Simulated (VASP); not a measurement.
Input of a VASP 6.6.1 run:

File INCAR:

```
SYSTEM = Ru
  PREC = Accurate
  ENCUT = 600
  EDIFF = 1E-6
  ISMEAR = -1
  SIGMA = 0.1
  LREAL = .False.
  LASPH = .True.
  NELM = 80
  ALGO = Normal
  ISIF = 3
  LWAVE = .False.
  LCHARG = .False.
  GGA = RE
  IBRION = 2
  NSW = 80
  EDIFFG = -0.01
```

KPOINTS

```
Automatic mesh
0
Gamma
  6 6 6
  0 0 0
```

Contents of POSCAR:

```
Ru
1.0
    4.7686371176      0.0000000000      0.0000000000
    0.0000000000      4.7686371176      0.0000000000
    0.0000000000      0.0000000000      4.7686371176
Ru
8
Direct
    0.0000000000      0.0000000000      0.0000000000
    0.5000000000      0.5000000000      0.5000000000
    0.2500000000      0.0000000000      0.5000000000
    0.7500000000      0.0000000000      0.5000000000
    0.5000000000      0.2500000000      0.0000000000
    0.5000000000      0.7500000000      0.0000000000
    0.0000000000      0.5000000000      0.2500000000
    0.0000000000      0.5000000000      0.7500000000
```

Potentials or basis: VASP PAW PBE potentials, release 64 (Ru_pv).

Run with:

```bash
$ cat potpaw_PBE.64/Ru_pv/POTCAR > POTCAR
$ mpirun -np 1 vasp_std > vasp.out
```

**Question.** Predict the band gap on the k mesh.

**Answer.** Zero (bands 56 and 57 overlap by 0.84 eV).

**Question.** Estimate the relaxed volume.

**Answer.** 14.38 Å³/atom.

**Question.** What does it give for the space group after relaxing (to 0.1 Å)?

**Answer.** Pm-3n (No. 223).

**Question.** What does it give for the relaxed cell?

**Answer.** a = 4.864 Å, b = 4.864 Å, c = 4.864 Å, α = 90.00°, β = 90.00°, γ = 90.00°.

Final structure:
```yaml
crystal:
  lattice:
    - [4.86375, 0.00000, 0.00000]
    - [0.00000, 4.86375, 0.00000]
    - [0.00000, 0.00000, 4.86375]
  atoms:
    - { symbol: Ru, position: [0.00000, 0.00000, 0.00000] }
    - { symbol: Ru, position: [0.50000, 0.50000, 0.50000] }
    - { symbol: Ru, position: [0.25000, 0.00000, 0.50000] }
    - { symbol: Ru, position: [0.75000, 0.00000, 0.50000] }
    - { symbol: Ru, position: [0.50000, 0.25000, 0.00000] }
    - { symbol: Ru, position: [0.50000, 0.75000, 0.00000] }
    - { symbol: Ru, position: [0.00000, 0.50000, 0.25000] }
    - { symbol: Ru, position: [0.00000, 0.50000, 0.75000] }
```

Caveat: the PAW data sets were made with another functional, which shifts forces and pressure a little.
